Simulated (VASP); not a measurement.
# GaAs (F-43m) in VASP: further runs, part 2 of 2

VASP 6.6.1. The steps go on from the part before.

## (4) Single point, r2SCAN (volume scaled by 1.03)

POSCAR reads:

```
GaAs
1.0
    0.0000000000      2.8612570751      2.8612570751
    2.8612570751      0.0000000000      2.8612570751
    2.8612570751      2.8612570751      0.0000000000
Ga As
1 1
Direct
    0.0000000000      0.0000000000      0.0000000000
    0.2500000000      0.2500000000      0.2500000000
```

INCAR.step1 reads:

```
ALGO = Normal
EDIFF = 1E-4
ENCUT = 520
GGA = PE
ISMEAR = 0
LASPH = T
LCHARG = F
LREAL = F
LWAVE = T
NBANDS = 16
NELM = 80
PREC = Accurate
SIGMA = 0.02
```

INCAR.step2 reads:

```
ALGO = Normal
EDIFF = 1E-7
ENCUT = 520
ISIF = 2
ISMEAR = 0
ISTART = 1
LASPH = T
LCHARG = F
LMIXTAU = T
LREAL = F
LWAVE = F
METAGGA = R2SCAN
NBANDS = 16
NELM = 80
PREC = Accurate
SIGMA = 0.02
```

KPOINTS reads:

```
k-points
0
Gamma
  8 8 8
```

Potentials or basis: VASP PAW PBE potentials, release 64 (Ga_d, As).

Launch:

```console
cat potpaw_PBE.64/Ga_d/POTCAR potpaw_PBE.64/As/POTCAR > POTCAR
cp INCAR.step1 INCAR
mpirun -np 1 vasp_std > vasp.out
cp INCAR.step2 INCAR
mpirun -np 1 vasp_std > vasp.out
```

OUTCAR:

```text
EDIFF = 1E-7
   ENCUT = 520
   ISIF = 2
   ISMEAR = 0
   ISTART = 1
   LASPH = T
   LREAL = F
   METAGGA = R2SCAN
   NELM = 80
   PREC = Accurate

 ion  position               nearest neighbor table
   1  0.000  0.000  0.000-   2 2.48   2 2.48   2 2.48   2 2.48
   2  0.250  0.250  0.250-   1 2.48   1 2.48   1 2.48   1 2.48

  LATTYP: Found a face centered cubic cell.
 ALAT       =     5.7225141502

  Lattice vectors:

 A1 = (   0.0000000000,   2.8612570751,   2.8612570751)
 A2 = (   2.8612570751,   0.0000000000,   2.8612570751)
 A3 = (   2.8612570751,   2.8612570751,   0.0000000000)

Analysis of symmetry for initial positions (statically):
=====================================================================
 Subroutine PRICEL returns:
 Original cell was already a primitive cell.

 Routine SETGRP: Setting up the symmetry group for a
 face centered cubic supercell.

 Subroutine GETGRP returns: Found 24 space group operations
 (whereof 24 operations were pure point group operations)
 out of a pool of 48 trial point group operations.

The static configuration has the point symmetry T_d .

Analysis of symmetry for dynamics (positions and initial velocities):
=====================================================================
 Subroutine PRICEL returns:
 Original cell was already a primitive cell.

 Routine SETGRP: Setting up the symmetry group for a
 face centered cubic supercell.

 Subroutine GETGRP returns: Found 24 space group operations
 (whereof 24 operations were pure point group operations)
 out of a pool of 48 trial point group operations.

The dynamic configuration has the point symmetry T_d .

 Subroutine INISYM returns: Found 24 space group operations
 (whereof 24 operations are pure point group operations),
 and found     1 'primitive' translations

----------------------------------------------------------------------------------------

                                     Primitive cell

  volume of cell :      46.8490

  direct lattice vectors                    reciprocal lattice vectors
     0.000000000  2.861257075  2.861257075    -0.174748366  0.174748366  0.174748366
     2.861257075  0.000000000  2.861257075     0.174748366 -0.174748366  0.174748366
     2.861257075  2.861257075  0.000000000     0.174748366  0.174748366 -0.174748366

  length of vectors
     4.046428561  4.046428561  4.046428561     0.302673049  0.302673049  0.302673049

  position of ions in fractional coordinates (direct lattice)
     0.000000000  0.000000000  0.000000000
     0.250000000  0.250000000  0.250000000

  ion indices of the primitive-cell ions
   primitive index   ion index
                 1           1
                 2           2

----------------------------------------------------------------------------------------

 KPOINTS: k-points

Automatic generation of k-mesh.
 Grid dimensions read from file:
 generate k-points for:    8    8    8

 Generating k-lattice:

  Cartesian coordinates                     Fractional coordinates (reciprocal lattice)
    -0.021843546  0.021843546  0.021843546     0.125000000  0.000000000  0.000000000
     0.021843546 -0.021843546  0.021843546     0.000000000  0.125000000  0.000000000
     0.021843546  0.021843546 -0.021843546     0.000000000  0.000000000  0.125000000

  Length of vectors
     0.037834131  0.037834131  0.037834131

  Shift w.r.t. Gamma in fractional coordinates (k-lattice)
     0.000000000  0.000000000  0.000000000

 Subroutine IBZKPT returns following result:
 ===========================================

 Found     29 irreducible k-points:

 Following reciprocal coordinates:
            Coordinates               Weight
  0.000000  0.000000  0.000000      1.000000
  0.125000  0.000000  0.000000      8.000000
  0.250000  0.000000  0.000000      8.000000
  0.375000  0.000000  0.000000      8.000000
  0.500000  0.000000  0.000000      4.000000
  0.125000  0.125000  0.000000      6.000000
[... 16 lines left out ...]
  0.500000  0.250000  0.125000     48.000000
 -0.375000  0.250000  0.125000     24.000000
 [... further k-points ...]
   k-points           NKPTS =     29   k-points in BZ     NKDIM =     29   number of bands    NBANDS=     16
   number of dos      NEDOS =    301   number of ions     NIONS =      2
   total plane-waves  NPLWV =  27000
   dimension x,y,z NGX =    30 NGY =   30 NGZ =   30
   dimension x,y,z NGXF=    60 NGYF=   60 NGZF=   60
   ions per type =               1   1
   NGX,Y,Z   is equivalent  to a cutoff of  12.33, 12.33, 12.33 a.u.
   NGXF,Y,Z  is equivalent  to a cutoff of  24.65, 24.65, 24.65 a.u.
 SYSTEM =  unknown system
   PREC   = accura    normal or accurate (medium, high low for compatibility)
   ISTART =      1    job   : 0-new  1-cont  2-samecut
   ICHARG =      0    charge: 1-file 2-atom 10-const
   ISPIN  =      1    spin polarized calculation?
   LNONCOLLINEAR =      F non collinear calculations
   LSORBIT =      F    spin-orbit coupling
   LASPH  =      T    aspherical Exc in radial PAW
   ENCUT  =  520.0 eV  38.22 Ry    6.18 a.u.   7.52  7.52  7.52*2*pi/ulx,y,z
   NELM   =     80;   NELMIN=  2; NELMDL=  0     # of ELM steps
   EDIFF  = 0.1E-06   stopping-criterion for ELM
   LREAL  =      F    real-space projection
   EDIFFG = 0.1E-05   stopping-criterion for IOM
   NSW    =      0    number of steps for IOM
   IBRION =     -1    ionic relax: 0-MD 1-quasi-New 2-CG
   NFREE  =      0    steps in history (QN), initial steepest desc. (CG)
   ISIF   =      2    stress and relaxation
   ISYM   =      2    0-nonsym 1-usesym 2-fastsym
   POTIM  = 0.5000    time-step for ionic-motion
   TEBEG  =    0.0;   TEEND  =   0.0 temperature during run
   PSTRESS=    0.0 pullay stress
   NELECT =      18.0000    total number of electrons
   NUPDOWN=      -1.0000    fix difference up-down
   EMIN   =  10.00;   EMAX   =-10.00  energy-range for DOS
   EFERMI =   0.00;   METHOD = LEGACY
   ISMEAR =     0;   SIGMA  =   0.02  broadening in eV -4-tet -1-fermi 0-gaus
   EFERMI_NEDOS =   21; number of points for ismear=-14 and -15
   IALGO  =     38    algorithm
   IMIX   =      4    mixing-type and parameters
     AMIX     =   0.40;   BMIX     =  1.00
     AMIX_MAG =   1.60;   BMIX_MAG =  1.00
  volume/ion in A,a.u.               =      23.42       158.08
  Fermi-wavevector in a.u.,A,eV,Ry     =   1.190142  2.249042 19.271809  1.416438
  Thomas-Fermi vector in A             =   2.326233
   LORBIT       =      0    0 simple, 1 ext, 2 COOP (PROOUT), +10 PAW based schemes
   METAGGA = R2SCAN    functional components
   LHFCALC =     F    Hartree Fock is set to
   AEXX    =    0.0000 exact exchange contribution
   IVDW    =     0    specifies the selected vdW correction
   LEPSILON=     F    determine dielectric tensor
   LRPA    =     F    only Hartree local field effects (RPA)
 non-spin polarized calculation
 Gauss-broadening in eV      SIGMA  =   0.02
  energy-cutoff  :      520.00
  volume of cell :       46.85
 maximum number of plane-waves:      1283
   NGX = 15   NGY = 15   NGZ = 15

 number of electron      17.9999984 magnetization

 Free energy of the ion-electron system (eV)
  ---------------------------------------------------
  ext. energy  EPLUGINS =         0.00000000
  ---------------------------------------------------
  free energy    TOTEN  =       -27.04517527 eV

  energy without entropy =      -27.04517527  energy(sigma->0) =      -27.04517527

 E-fermi :   3.4234     XC(G=0): -10.0822

 val. band max:        3.3435508244   @ k =   0.0000   0.0000   0.0000
 cond. band min:       4.0503996612   @ k =   0.0000   0.0000   0.0000
 fundamental gap:      0.7068488367
 Fermi energy:         3.4233532406

 k-point     1 :       0.0000    0.0000    0.0000
  band No.  band energies     occupation
      1     -11.8345      2.00000
      2     -11.8345      2.00000
      3     -11.8345      2.00000
      4     -11.7539      2.00000
      5     -11.7539      2.00000
      6      -9.6042      2.00000
[... 8 lines left out ...]
     15      13.8874      0.00000
     16      13.8874      0.00000
[... 419 lines left out ...]
 k-point    24 :      -0.3750    0.2500    0.1250
  band No.  band energies     occupation
      1     -11.9193      2.00000
      2     -11.8100      2.00000
      3     -11.8034      2.00000
      4     -11.7579      2.00000
      5     -11.7506      2.00000
      6      -7.5288      2.00000
[... 8 lines left out ...]
     15      15.5116      0.00000
     16      16.0098      0.00000

 [... further k-points ...]

------------------------ aborting loop because EDIFF is reached ----------------------------------------

  FORCE on cell =-STRESS in cart. coord.  units (eV):
  Direction    XX          YY          ZZ          XY          YZ          ZX
  --------------------------------------------------------------------------------------
  -------------------------------------------------------------------------------------
  Total       -0.5577509     -0.5577509     -0.5577509     -0.0000000      0.0000000     -0.0000000
  in kB      -19.0743725    -19.0743725    -19.0743725     -0.0000000      0.0000000     -0.0000000
  external PRESSURE =     -19.0743725 kB  Pullay stress =       0.0000000 kB

 VOLUME and BASIS-vectors are now :
 -----------------------------------------------------------------------------
  energy-cutoff  :      520.00
  volume of cell :       46.85
      direct lattice vectors                 reciprocal lattice vectors
     0.000000000  2.861257075  2.861257075    -0.174748366  0.174748366  0.174748366
     2.861257075  0.000000000  2.861257075     0.174748366 -0.174748366  0.174748366
     2.861257075  2.861257075  0.000000000     0.174748366  0.174748366 -0.174748366

 POSITION                                       TOTAL-FORCE (eV/Angst)
 -----------------------------------------------------------------------------------
      0.00000      0.00000      0.00000        -0.000000     -0.000000      0.000000
      1.43063      1.43063      1.43063         0.000000      0.000000     -0.000000
 -----------------------------------------------------------------------------------
    total drift:                               -0.000001     -0.000001     -0.000001

  FREE ENERGIE OF THE ION-ELECTRON SYSTEM (eV)
  ---------------------------------------------------
  free  energy   TOTEN  =       -27.0451752696 eV

  energy  without entropy=      -27.0451752696  energy(sigma->0) =      -27.04517527
```

OUTCAR.step1:

```text
EDIFF = 1E-4
   ENCUT = 520
   GGA = PE
   ISMEAR = 0
   LASPH = T
[... 676 lines left out ...]
 -----------------------------------------------------------------------------------
      0.00000      0.00000      0.00000        -0.000000     -0.000000     -0.000000
      1.43063      1.43063      1.43063         0.000000      0.000000      0.000000
 -----------------------------------------------------------------------------------
    total drift:                                0.000002      0.000002      0.000002

  FREE ENERGIE OF THE ION-ELECTRON SYSTEM (eV)
  ---------------------------------------------------
  free  energy   TOTEN  =        -8.2693532196 eV

  energy  without entropy=       -8.2693532196  energy(sigma->0) =       -8.26935322
```

It took 2.5 min on 1 thread of AMD EPYC 7R43 (Zen 3), shared host; peak memory 0.14 GiB.

What came out:

- Free energy: -27.0452 eV
- Pressure: -1.9 GPa
- Band gap on the k mesh: 0.71 eV, direct

Caveat: the cell differs from its parent crystal (volume scaled by 1.03); the PAW data sets were made with another functional, which shifts forces and pressure a little.

## (5) Single point, r2SCAN (volume scaled by 1.06)

POSCAR reads:

```
GaAs
1.0
    0.0000000000      2.8887708502      2.8887708502
    2.8887708502      0.0000000000      2.8887708502
    2.8887708502      2.8887708502      0.0000000000
Ga As
1 1
Direct
    0.0000000000      0.0000000000      0.0000000000
    0.2500000000      0.2500000000      0.2500000000
```

INCAR.step1 reads:

```
PREC = Accurate
ENCUT = 520
ISMEAR = 0
SIGMA = 0.02
LREAL = False
LASPH = True
NELM = 80
NBANDS = 16
GGA = PE
ALGO = Normal
EDIFF = 1E-4
LWAVE = True
LCHARG = False
```

INCAR.step2 reads:

```
PREC = Accurate
ENCUT = 520
EDIFF = 1E-6
ISMEAR = 0
SIGMA = 0.02
LREAL = False
LASPH = True
NELM = 80
ALGO = Normal
ISIF = 2
LWAVE = False
LCHARG = False
METAGGA = R2SCAN
LMIXTAU = True
NBANDS = 16
ISTART = 1
```

KPOINTS reads:

```
regular mesh
0
Gamma
  8 8 8
```

Launch:

```console
cat potpaw_PBE.64/Ga_d/POTCAR potpaw_PBE.64/As/POTCAR > POTCAR
cp INCAR.step1 INCAR
mpirun -np 1 vasp_std > vasp.out
cp INCAR.step2 INCAR
mpirun -np 1 vasp_std > vasp.out
```

Run time: 1.9 min. Hardware: 1 thread of AMD EPYC 7R43 (Zen 3), shared host; peak memory 0.15 GiB.

It converged, with:

```
Free energy            : -27.0213 eV
Pressure               : -3.6 GPa
Band gap on the k mesh : 0.48 eV, direct
```

Levels at points of the mesh, in eV from the valence-band top:
```tsv
k point	band 5	band 6	band 7	band 8	band 9	band 10	band 11	band 12	band 13	band 14
(0.00, 0.00, 0.00)	-15.06	-12.75	0.00	0.00	0.00	0.48	4.02	4.02	4.02	8.01
(0.50, 0.00, 0.00)	-15.06	-11.10	-6.47	-1.09	-1.09	1.17	4.96	4.96	8.19	10.63
(0.50, 0.50, 0.00)	-15.05	-10.41	-6.69	-2.55	-2.55	1.87	1.96	10.33	10.33	11.14
```

Caveat: the cell differs from its parent crystal (volume scaled by 1.06); the PAW data sets were made with another functional, which shifts forces and pressure a little.

## (6) Single point, r2SCAN

This run uses another cell than the first one, of 22.74 Å³/atom, 1.064 times its volume.

POSCAR reads:

```
GaAs
1.0
    0.0000000000      2.8332037258      2.8332037258
    2.8332037258      0.0000000000      2.8332037258
    2.8332037258      2.8332037258      0.0000000000
Ga As
1 1
Direct
    0.0000000000      0.0000000000      0.0000000000
    0.2500000000      0.2500000000      0.2500000000
```

INCAR.step1 reads:

```
SYSTEM = GaAs
ALGO     = Normal         ! electronic algorithm
EDIFF    = 1E-4           ! SCF threshold, eV
ENCUT    = 520            ! plane-wave cutoff, eV
GGA      = PE             ! functional
ISMEAR   = 0              ! smearing method
LASPH    = .True.         ! aspherical terms in the spheres
LCHARG   = .False.        ! write CHGCAR
LREAL    = .False.        ! projectors in reciprocal space
LWAVE    = .True.         ! write WAVECAR
NBANDS   = 16             ! bands
NELM     = 100            ! most SCF steps
PREC     = Accurate       ! precision mode
SIGMA    = 0.01           ! smearing width, eV
```

INCAR.step2 reads:

```
SYSTEM = GaAs
ALGO     = Normal         ! electronic algorithm
EDIFF    = 1E-6           ! SCF threshold, eV
ENCUT    = 520            ! plane-wave cutoff, eV
ISIF     = 2              ! what is computed and relaxed
ISMEAR   = 0              ! smearing method
ISTART   = 1            
LASPH    = .True.         ! aspherical terms in the spheres
LCHARG   = .False.        ! write CHGCAR
LMIXTAU  = .True.       
LREAL    = .False.        ! projectors in reciprocal space
LWAVE    = .False.        ! write WAVECAR
METAGGA  = R2SCAN         ! meta-GGA
NBANDS   = 16             ! bands
NELM     = 100            ! most SCF steps
PREC     = Accurate       ! precision mode
SIGMA    = 0.01           ! smearing width, eV
```

KPOINTS reads:

```
k-points
0
Gamma
  8 8 8
  0 0 0
```

Potentials or basis: VASP PAW PBE potentials, release 64 (Ga_d, As).

Launch:

```console
cat potpaw_PBE.64/Ga_d/POTCAR potpaw_PBE.64/As/POTCAR > POTCAR
cp INCAR.step1 INCAR
mpirun -np 1 vasp_std > vasp.out
cp INCAR.step2 INCAR
mpirun -np 1 vasp_std > vasp.out
```

It took 69 s on 1 thread of Intel Xeon Platinum 8259CL at 2.50GHz (Skylake/Cascade Lake), shared host; peak memory 0.18 GiB.

It converged, with:

| Quantity | Value |
| --- | --- |
| Free energy | -27.0533 eV |
| Pressure | 0.1 GPa |
| Band gap on the k mesh | 0.94 eV, direct |

Levels at points of the mesh, in eV from the valence-band top:
```csv
k point,band 7,band 8,band 9,band 10,band 11,band 12
"(0.00, 0.00, 0.00)",0.00,0.00,0.00,0.94,4.04,4.04
"(0.50, 0.00, 0.00)",-6.78,-1.17,-1.17,1.34,4.99,4.99
"(0.50, 0.50, 0.00)",-6.96,-2.75,-2.75,1.77,1.95,10.81
```

Caveat: the PAW data sets were made with another functional, which shifts forces and pressure a little. A k mesh can miss the band edges.

## (7) The runs side by side

```csv
cell,smearing,gap on the mesh (eV),pressure (GPa)
"a = 3.925 Å, angles 60.0°, 2 atoms",gaussian 0.02 eV,1.45,5.3
"a = 3.966 Å, angles 60.0°, 2 atoms",gaussian 0.02 eV,1.19,2.5
"a = 4.046 Å, angles 60.0°, 2 atoms",gaussian 0.02 eV,0.71,-1.9
"a = 4.085 Å, angles 60.0°, 2 atoms",gaussian 0.02 eV,0.48,-3.6
"a = 4.007 Å, angles 60.0°, 2 atoms",gaussian 0.01 eV,0.94,0.1
```

Alike in all rows: task single point; level r2SCAN; potentials or basis VASP PAW PBE potentials, release 64 (Ga_d, As); no spin polarisation; k mesh 8 × 8 × 8; cutoff (eV) 520.

Caveats: the PAW data sets were made with another functional, which shifts forces and pressure a little.

Absolute energies hang on the potentials; compare differences alone.
